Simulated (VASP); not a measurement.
Input of a VASP 6.6.1 run:

Contents of POSCAR:

```
Ta
1.0
   -1.6566630814      1.6566630814      1.6566630814
    1.6566630814     -1.6566630814      1.6566630814
    1.6566630814      1.6566630814     -1.6566630814
Ta
1
Direct
    0.0000000000      0.0000000000      0.0000000000
```

File INCAR.step1:

```
PREC = Accurate ; ENCUT = 520
ISMEAR = -4 ; SIGMA = 0.1
LREAL = False ; LASPH = True
NELM = 80 ; NBANDS = 12
GGA = PE ; ALGO = Normal
EDIFF = 1E-4 ; LWAVE = True
LCHARG = False
```

The input INCAR.step2:

```
PREC = Accurate ; ENCUT = 520
EDIFF = 1E-7 ; ISMEAR = -4
SIGMA = 0.1 ; LREAL = False
LASPH = True ; NELM = 80
ALGO = Normal ; ISIF = 2
LWAVE = False ; LCHARG = False
METAGGA = R2SCAN ; LMIXTAU = True
NBANDS = 12 ; ISTART = 1
```

The input KPOINTS:

```
regular mesh
0
Gamma
  8 8 8
```

Potentials or basis: VASP PAW PBE potentials, release 64 (Ta_pv).

Run with:

```sh
$ cat potpaw_PBE.64/Ta_pv/POTCAR > POTCAR
$ cp INCAR.step1 INCAR
$ mpirun -np 1 vasp_std > vasp.out
$ cp INCAR.step2 INCAR
$ mpirun -np 1 vasp_std > vasp.out
```

Task: Estimate the pressure.

Result: 0.6 GPa.

Caveat: the PAW data sets were made with another functional, which shifts forces and pressure a little.
